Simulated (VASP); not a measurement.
# YPdPb (P-62m) in VASP: single point with LDA

Aim: the single point of YPdPb with LDA.

Program: VASP 6.6.1. These are calculated values, not measurements. Logs are shortened: lines on timing, memory, paths and dates and some standing lists are left out, and cuts for length are marked.

### 1 The cell of the first run

Symmetry: P-62m, No. 189, hexagonal system. The conventional cell has a = 7.755 Å, b = 7.755 Å, c = 3.929 Å, α = 90.00°, β = 90.00°, γ = 120.00°. Y (site symmetry m2m) has 5 Pd at 3.08 to 3.10 Å and 6 Pb at 3.25 to 3.37 Å and 6 Y at 3.93 to 4.10 Å within 4.2 Å. Within 4.0 Å of Pd (site symmetry -62m) lie 6 Pb at 2.85 Å and 3 Y at 3.10 Å and 2 Pd at 3.93 Å. Within 4.0 Å of Pd (site symmetry -6) lie 3 Pb at 2.88 Å and 6 Y at 3.08 Å and 2 Pd at 3.93 Å. Pb (site symmetry m2m) has 4 Pd at 2.85 to 2.88 Å and 6 Y at 3.25 to 3.37 Å and 4 Pb at 3.57 to 3.93 Å within 4.0 Å.

### 2 Single point, LDA

INCAR

```
PREC = Accurate
ENCUT = 520
EDIFF = 1E-7
ISMEAR = 0
SIGMA = 0.05
LREAL = False
LASPH = True
NELM = 80
ALGO = Normal
ISIF = 2
LWAVE = False
LCHARG = True
LELF = True
LVHAR = True
NBANDS = 62
```

KPOINTS

```
regular mesh
0
Gamma
  3 3 6
```

POSCAR

```
YPdPb
1.0
    7.7548030000      0.0000000000      0.0000000000
   -3.8774020000      6.7158560000      0.0000000000
    0.0000000000      0.0000000000      3.9291730000
Y Pd Pb
3 3 3
Direct
    0.3999730000      0.0000000000      0.5000000000
    0.0000000000      0.3999730000      0.5000000000
    0.6000270000      0.6000270000      0.5000000000
    0.0000000000      0.0000000000      0.5000000000
    0.3333333333      0.6666666667      0.0000000000
    0.6666666667      0.3333333333      0.0000000000
    0.7339340000      0.0000000000      0.0000000000
    0.0000000000      0.7339340000      0.0000000000
    0.2660660000      0.2660660000      0.0000000000
```

Potentials or basis: VASP PAW LDA potentials, release 64 (Y_sv, Pd, Pb_d).

Command:

```console
cat potpaw_LDA.64/Y_sv/POTCAR potpaw_LDA.64/Pd/POTCAR potpaw_LDA.64/Pb_d/POTCAR > POTCAR
mpirun -np 1 vasp_std > vasp.out
```

OUTCAR:

```text
PREC = Accurate
   ENCUT = 520
   EDIFF = 1E-7
   ISMEAR = 0
   LREAL = False
   LASPH = True
   NELM = 80
   ISIF = 2

 ion  position               nearest neighbor table
   1  0.400  0.000  0.500-   6 3.08   6 3.08   5 3.08   5 3.08   4 3.10   7 3.25   7 3.25   8 3.37
                             8 3.37   9 3.37   9 3.37   2 4.10   2 4.10   3 4.10   3 4.10
   2  0.000  0.400  0.500-   5 3.08   5 3.08   6 3.08   6 3.08   4 3.10   8 3.25   8 3.25   7 3.37
                             7 3.37   9 3.37   9 3.37   1 4.10   1 4.10   3 4.10   3 4.10
   3  0.600  0.600  0.500-   6 3.08   6 3.08   5 3.08   5 3.08   4 3.10   9 3.25   9 3.25   7 3.37
                             7 3.37   8 3.37   8 3.37   1 4.10   2 4.10   1 4.10   2 4.10
   4  0.000  0.000  0.500-   9 2.85   9 2.85   8 2.85   8 2.85   7 2.85   7 2.85   3 3.10   2 3.10
                             1 3.10
   5  0.333  0.667  0.000-   7 2.88   9 2.88   8 2.88   2 3.08   2 3.08   1 3.08   1 3.08   3 3.08
                             3 3.08
   6  0.667  0.333  0.000-   8 2.88   9 2.88   7 2.88   1 3.08   1 3.08   2 3.08   2 3.08   3 3.08
                             3 3.08
   7  0.734  0.000  0.000-   4 2.85   4 2.85   5 2.88   6 2.88   1 3.25   1 3.25   2 3.37   2 3.37
                             3 3.37   3 3.37   9 3.57   8 3.57
   8  0.000  0.734  0.000-   4 2.85   4 2.85   6 2.88   5 2.88   2 3.25   2 3.25   1 3.37   1 3.37
                             3 3.37   3 3.37   9 3.57   7 3.57
   9  0.266  0.266  0.000-   4 2.85   4 2.85   5 2.88   6 2.88   3 3.25   3 3.25   1 3.37   1 3.37
                             2 3.37   2 3.37   8 3.57   7 3.57

  LATTYP: Found a hexagonal cell.
 ALAT       =     7.7548030000
 C/A-ratio  =     0.5066760561

  Lattice vectors:

 A1 = (   7.7548030000,   0.0000000000,   0.0000000000)
 A2 = (  -3.8774020000,   6.7158560000,   0.0000000000)
 A3 = (   0.0000000000,   0.0000000000,   3.9291730000)

Analysis of symmetry for initial positions (statically):
=====================================================================
 Subroutine PRICEL returns:
 Original cell was already a primitive cell.

 Routine SETGRP: Setting up the symmetry group for a
 hexagonal supercell.

 Subroutine GETGRP returns: Found 12 space group operations
 (whereof 12 operations were pure point group operations)
 out of a pool of 24 trial point group operations.

The static configuration has the point symmetry D_3h.

Analysis of symmetry for dynamics (positions and initial velocities):
=====================================================================
 Subroutine PRICEL returns:
 Original cell was already a primitive cell.

 Routine SETGRP: Setting up the symmetry group for a
 hexagonal supercell.

 Subroutine GETGRP returns: Found 12 space group operations
 (whereof 12 operations were pure point group operations)
 out of a pool of 24 trial point group operations.

The dynamic configuration has the point symmetry D_3h.

 Subroutine INISYM returns: Found 12 space group operations
 (whereof 12 operations are pure point group operations),
 and found     1 'primitive' translations

----------------------------------------------------------------------------------------

                                     Primitive cell

  volume of cell :     204.6319

  direct lattice vectors                    reciprocal lattice vectors
     7.754803000  0.000000000  0.000000000     0.128952341  0.074450683  0.000000000
    -3.877402000  6.715856000  0.000000000     0.000000000  0.148901346  0.000000000
     0.000000000  0.000000000  3.929173000     0.000000000  0.000000000  0.254506483

  length of vectors
     7.754803000  7.754802904  3.929173000     0.148901344  0.148901346  0.254506483

  position of ions in fractional coordinates (direct lattice)
     0.399973000  0.000000000  0.500000000
     0.000000000  0.399973000  0.500000000
     0.600027000  0.600027000  0.500000000
     0.000000000  0.000000000  0.500000000
     0.333333333  0.666666667  0.000000000
     0.666666667  0.333333333  0.000000000
     0.733934000  0.000000000  0.000000000
     0.000000000  0.733934000  0.000000000
     0.266066000  0.266066000  0.000000000

  ion indices of the primitive-cell ions
   primitive index   ion index
                 1           1
                 2           2
                 3           3
                 4           4
                 5           5
                 6           6
                 7           7
                 8           8
                 9           9

----------------------------------------------------------------------------------------

 KPOINTS: regular mesh

Automatic generation of k-mesh.
 Grid dimensions read from file:
 generate k-points for:    3    3    6

 Generating k-lattice:

  Cartesian coordinates                     Fractional coordinates (reciprocal lattice)
     0.042984114  0.024816894  0.000000000     0.333333333  0.000000000  0.000000000
     0.000000000  0.049633782  0.000000000     0.000000000  0.333333333  0.000000000
     0.000000000  0.000000000  0.042417747     0.000000000  0.000000000  0.166666667

  Length of vectors
     0.049633781  0.049633782  0.042417747

  Shift w.r.t. Gamma in fractional coordinates (k-lattice)
     0.000000000  0.000000000  0.000000000

 Subroutine IBZKPT returns following result:
 ===========================================

 Found     12 irreducible k-points:

 Following reciprocal coordinates:
            Coordinates               Weight
  0.000000  0.000000  0.000000      1.000000
  0.333333  0.000000  0.000000      6.000000
  0.333333  0.333333  0.000000      2.000000
  0.000000  0.000000  0.166667      2.000000
  0.333333  0.000000  0.166667     12.000000
  0.333333  0.333333  0.166667      4.000000
  0.000000  0.000000  0.333333      2.000000
  0.333333  0.000000  0.333333     12.000000
  0.333333  0.333333  0.333333      4.000000
  0.000000  0.000000  0.500000      1.000000
  0.333333  0.000000  0.500000      6.000000
  0.333333  0.333333  0.500000      2.000000
   k-points           NKPTS =     12   k-points in BZ     NKDIM =     12   number of bands    NBANDS=     62
   number of dos      NEDOS =    301   number of ions     NIONS =      9
   total plane-waves  NPLWV = 108000
   dimension x,y,z NGX =    60 NGY =   60 NGZ =   30
   dimension x,y,z NGXF=   120 NGYF=  120 NGZF=   60
   ions per type =               3   3   3
   NGX,Y,Z   is equivalent  to a cutoff of  12.86, 12.86, 12.69 a.u.
   NGXF,Y,Z  is equivalent  to a cutoff of  25.73, 25.73, 25.39 a.u.
 SYSTEM =  unknown system
   PREC   = accura    normal or accurate (medium, high low for compatibility)
   ISTART =      0    job   : 0-new  1-cont  2-samecut
   ICHARG =      2    charge: 1-file 2-atom 10-const
   ISPIN  =      1    spin polarized calculation?
   LNONCOLLINEAR =      F non collinear calculations
   LSORBIT =      F    spin-orbit coupling
   LASPH  =      T    aspherical Exc in radial PAW
   ENCUT  =  520.0 eV  38.22 Ry    6.18 a.u.  14.42 14.42  7.31*2*pi/ulx,y,z
   NELM   =     80;   NELMIN=  2; NELMDL= -5     # of ELM steps
   EDIFF  = 0.1E-06   stopping-criterion for ELM
   LREAL  =      F    real-space projection
   EDIFFG = 0.1E-05   stopping-criterion for IOM
   NSW    =      0    number of steps for IOM
   IBRION =     -1    ionic relax: 0-MD 1-quasi-New 2-CG
   NFREE  =      0    steps in history (QN), initial steepest desc. (CG)
   ISIF   =      2    stress and relaxation
   ISYM   =      2    0-nonsym 1-usesym 2-fastsym
   POTIM  = 0.5000    time-step for ionic-motion
   TEBEG  =    0.0;   TEEND  =   0.0 temperature during run
   PSTRESS=    0.0 pullay stress
   NELECT =     105.0000    total number of electrons
   NUPDOWN=      -1.0000    fix difference up-down
   EMIN   =  10.00;   EMAX   =-10.00  energy-range for DOS
   EFERMI =   0.00;   METHOD = LEGACY
   ISMEAR =     0;   SIGMA  =   0.05  broadening in eV -4-tet -1-fermi 0-gaus
   EFERMI_NEDOS =   21; number of points for ismear=-14 and -15
   IALGO  =     38    algorithm
   IMIX   =      4    mixing-type and parameters
     AMIX     =   0.40;   BMIX     =  1.00
     AMIX_MAG =   1.60;   BMIX_MAG =  1.00
  volume/ion in A,a.u.               =      22.74       153.44
  Fermi-wavevector in a.u.,A,eV,Ry     =   1.310630  2.476732 23.371428  1.717751
  Thomas-Fermi vector in A             =   2.441147
   LORBIT       =      0    0 simple, 1 ext, 2 COOP (PROOUT), +10 PAW based schemes
   GGA     = CA    functional components
   LHFCALC =     F    Hartree Fock is set to
   AEXX    =    0.0000 exact exchange contribution
   IVDW    =     0    specifies the selected vdW correction
   LEPSILON=     F    determine dielectric tensor
   LRPA    =     F    only Hartree local field effects (RPA)
 non-spin polarized calculation
 Gauss-broadening in eV      SIGMA  =   0.05
  energy-cutoff  :      520.00
  volume of cell :      204.63
 maximum number of plane-waves:      5522
 NGX is ok and might be reduce to    60
   NGX = 29   NGY = 29   NGZ = 15

 number of electron     104.9999997 magnetization

 Free energy of the ion-electron system (eV)
  ---------------------------------------------------
  ext. energy  EPLUGINS =         0.00000000
  ---------------------------------------------------
  free energy    TOTEN  =       -60.20277306 eV

  energy without entropy =      -60.19950981  energy(sigma->0) =      -60.20114144

 E-fermi :   7.2623     XC(G=0): -11.3682

 val. band max:        7.2600161536   @ k =   0.0000   0.0000   0.1667
 cond. band min:       7.2692121798   @ k =   0.0000   0.0000   0.0000
 fundamental gap:      0.0091960262
 Fermi energy:         7.2623321564

 k-point     1 :       0.0000    0.0000    0.0000
  band No.  band energies     occupation
      1     -35.5950      2.00000
      2     -35.5888      2.00000
      3     -35.5888      2.00000
      4     -15.7814      2.00000
      5     -15.7814      2.00000
      6     -15.7466      2.00000
[... 769 lines left out ...]
     61       9.9381      0.00000
     62       9.9391      0.00000

------------------------ aborting loop because EDIFF is reached ----------------------------------------

  FORCE on cell =-STRESS in cart. coord.  units (eV):
  Direction    XX          YY          ZZ          XY          YZ          ZX
  --------------------------------------------------------------------------------------
  -------------------------------------------------------------------------------------
  Total       -6.4013558     -6.4013551     -8.0687434      0.0000005      0.0000000      0.0000000
  in kB      -50.1197914    -50.1197855    -63.1747005      0.0000037      0.0000000      0.0000000
  external PRESSURE =     -54.4714258 kB  Pullay stress =       0.0000000 kB

 VOLUME and BASIS-vectors are now :
 -----------------------------------------------------------------------------
  energy-cutoff  :      520.00
  volume of cell :      204.63
      direct lattice vectors                 reciprocal lattice vectors
     7.754803000  0.000000000  0.000000000     0.128952341  0.074450683  0.000000000
    -3.877402000  6.715856000  0.000000000     0.000000000  0.148901346  0.000000000
     0.000000000  0.000000000  3.929173000     0.000000000  0.000000000  0.254506483

 POSITION                                       TOTAL-FORCE (eV/Angst)
 -----------------------------------------------------------------------------------
      3.10171      0.00000      1.96459         0.018222     -0.000000     -0.000000
     -1.55086      2.68616      1.96459        -0.009111      0.015780     -0.000000
      2.32655      4.02969      1.96459        -0.009111     -0.015780     -0.000000
      0.00000      0.00000      1.96459         0.000000     -0.000000     -0.000000
     -0.00000      4.47724      0.00000         0.000000     -0.000000     -0.000000
      3.87740      2.23862      0.00000         0.000000     -0.000000     -0.000000
      5.69151      0.00000      0.00000         0.017553     -0.000000      0.000000
     -2.84576      4.92900      0.00000        -0.008777      0.015202     -0.000000
      1.03164      1.78686      0.00000        -0.008777     -0.015202      0.000000
 -----------------------------------------------------------------------------------
    total drift:                               -0.000002     -0.000002      0.000000

  FREE ENERGIE OF THE ION-ELECTRON SYSTEM (eV)
  ---------------------------------------------------
  free  energy   TOTEN  =       -60.2027730618 eV

  energy  without entropy=      -60.1995098109  energy(sigma->0) =      -60.20114144
```

It took 2.7 min on 1 thread of AMD EPYC 7R13 (Zen 3), shared host; peak memory 0.31 GiB.

What came out:

| Item | Value |
| --- | --- |
| Free energy | -60.2028 eV |
| Pressure | -5.4 GPa |
| Largest force | 0.018 eV/Å |
| Band gap on the k mesh | zero (an odd number of electrons rules out a gap without spin polarisation) |

Forces on the atoms (eV/Å):
```
Y    0.018  0.000  0.000
Y   -0.009  0.016  0.000
Y   -0.009 -0.016  0.000
Pd   0.000  0.000  0.000
Pd   0.000  0.000  0.000
Pd   0.000  0.000  0.000
Pb   0.018  0.000  0.000
Pb  -0.009  0.015  0.000
Pb  -0.009 -0.015  0.000
```

Stress tensor (GPa, compression positive):
```
-5.01  0.00  0.00
 0.00 -5.01  0.00
 0.00  0.00 -6.32
```

Levels at points of the mesh, in eV from the Fermi level:
```
           k point  band 49  band 50  band 51  band 52  band 53  band 54  band 55  band 56
(0.00, 0.00, 0.00)    -2.78     0.01     0.01     0.43     0.79     1.20     1.21     1.21
(0.00, 0.00, 0.50)    -1.58    -1.58    -1.08    -1.01    -1.01     0.22     1.49     1.49
```

Caveat: the cell stands under tension; spin-orbit coupling is left out, which moves the levels of the heavy elements.
